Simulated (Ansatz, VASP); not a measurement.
## One calculation of Sn, two programs

File INCAR:

```
SYSTEM = Sn
ALGO = Normal
EDIFF = 1E-7
ENCUT = 520
GGA = PE
ISIF = 2
ISMEAR = -1
LASPH = .TRUE.
LCHARG = .FALSE.
LREAL = .FALSE.
LWAVE = .FALSE.
NBANDS = 21
NELM = 100
PREC = Accurate
SIGMA = 0.03
```

KPOINTS

```
k-points
0
G
  9 9 9
  0 0 0
```

POSCAR

```
Sn
1.0
    0.0000000000      3.2670946662      3.2670946662
    3.2670946662      0.0000000000      3.2670946662
    3.2670946662      3.2670946662      0.0000000000
Sn
2
Direct
    0.5000000000      0.5000000000      0.5000000000
    0.7500000000      0.7500000000      0.7500000000
```

Input for Ansatz:

```yaml
crystal:
  lattice:
    - [0.0, 3.2670946662, 3.2670946662]
    - [3.2670946662, 0.0, 3.2670946662]
    - [3.2670946662, 3.2670946662, 0.0]
  atoms:
    - { symbol: Sn, position: [0.5, 0.5, 0.5] }
    - { symbol: Sn, position: [0.75, 0.75, 0.75] }
kpoints:
  mp_grid: { grid: [9, 9, 9] }
  band_path:
    path:
      - [0.0, 0.0, 0.0]
      - [0.5, 0.0, 0.5]
      - [0.625, 0.25, 0.625]
      - [0.375, 0.375, 0.75]
      - [0.0, 0.0, 0.0]
      - [0.5, 0.5, 0.5]
      - [0.5, 0.25, 0.75]
      - [0.5, 0.0, 0.5]
    npoints: 5
scf:
  occupations: { method: fermi_dirac, width: 0.03 }
hamiltonian:
  xc: pbe
  pseudopotentials: { kind: all_electron, lapw: { basis_error: 0.00025 } }
output:
  forces: true
  stress: true
  eigenvalues: true
```

Change from the starting cell: volume scaled by 1.02.

Alike in both runs: task single point; functional PBE; k mesh 9 × 9 × 9; occupations fermi-dirac, width 0.03 eV; no spin polarisation.

|  | VASP | Ansatz |
| --- | --- | --- |
| version | VASP 6.6.1 | Ansatz 0.2.0 |
| potentials or method | VASP PAW PBE potentials, release 64 (Sn_d), cutoff 520 eV | all-electron LAPW, scalar-relativistic |

```csv
,VASP,Ansatz,Ansatz less VASP
pressure (GPa),2.2,2.2,+0.06
```

Ansatz ran all-electron here, and VASP with PAW potentials.
